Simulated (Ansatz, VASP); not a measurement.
**KI in VASP and in Ansatz**

```xyz
2
Lattice="-0.0937 3.5443 3.5443 3.5443 -0.0937 3.5443 3.4505 3.4505 0.0000" Properties=species:S:1:pos:R:3 pbc="T T T"
K     0.0000    0.0000    0.0000
I     3.4505    3.4505    3.5443
```

Change from the starting cell: shear_xy strain -5.3%.

Alike in both runs: task single point; functional HSE06; k mesh 4 × 4 × 4; no spin polarisation.

|  | VASP | Ansatz |
| --- | --- | --- |
| version | VASP 6.6.1 | Ansatz 0.2.0 |
| potentials or method | VASP PAW PBE potentials, release 64 (K_sv, I) | plane waves, PAW |
| plane-wave cutoff (eV) | 520 | 420 |
| occupations | gaussian, width 0.01 eV | fixed |
| valence electrons in the cell | 16 | 26 |

```tsv
	VASP	Ansatz	Ansatz less VASP
gap on the k mesh at the Fermi level (eV)	4.85	4.86	+0.011
pressure (GPa)	0.3	0.3	-0.01
traceless stress, the component that is largest in VASP (GPa)	0.21	0.21	+0.001
```

VASP's potentials hold 16 valence electrons a cell and Ansatz's 26, so a difference there can come from the potentials and not from the codes. Ansatz's warnings: stress exchange threshold loose, stress scf threshold loose.

Neither program's run includes spin-orbit coupling.
